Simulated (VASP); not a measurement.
A run of VASP 6.6.1 is set up as follows.

Contents of POSCAR:

```
HgTe
1.0
   -3.1053358708      3.1053358708      1.5899944314
    3.1053358708     -3.1053358708      1.5899944314
    3.1053358708      3.1053358708     -1.5899944314
Hg Te
1 1
Direct
    0.7500000000      0.2500000000      0.5000000000
    0.0000000000      0.0000000000      0.0000000000
```

Contents of INCAR.step1:

```
PREC = Accurate
ENCUT = 520
ISMEAR = -1
SIGMA = 0.05
LREAL = F
LASPH = T
NELM = 100
NBANDS = 16
GGA = PE
ALGO = Normal
EDIFF = 1E-4
LWAVE = T
LCHARG = F
```

The input INCAR.step2:

```
PREC = Accurate
ENCUT = 520
EDIFF = 1E-7
ISMEAR = -1
SIGMA = 0.05
LREAL = F
LASPH = T
NELM = 100
ALGO = Normal
ISIF = 2
LWAVE = F
LCHARG = T
METAGGA = R2SCAN
LMIXTAU = T
LELF = T
LVHAR = T
NBANDS = 16
ISTART = 1
```

The input KPOINTS:

```
Automatic mesh
0
Gamma
  10 10 10
```

Potentials or basis: VASP PAW PBE potentials, release 64 (Hg, Te).

Run with:

```bash
$ cat potpaw_PBE.64/Hg/POTCAR potpaw_PBE.64/Te/POTCAR > POTCAR
$ cp INCAR.step1 INCAR
$ mpirun -np 1 vasp_std > vasp.out
$ cp INCAR.step2 INCAR
$ mpirun -np 1 vasp_std > vasp.out
```

Estimate the pressure.

-3.1 GPa.

What does it give for the band gap on the k mesh?

Zero (bands 9 and 10 overlap by 3.17 eV).

Stress tensor (GPa, compression positive):
```
-4.29  0.00  0.00
 0.00 -4.29  0.00
 0.00  0.00 -0.64
```

Caveat: the cell stands under tension; the PAW data sets were made with another functional, which shifts forces and pressure a little; spin-orbit coupling is left out, which moves the levels of the heavy elements.
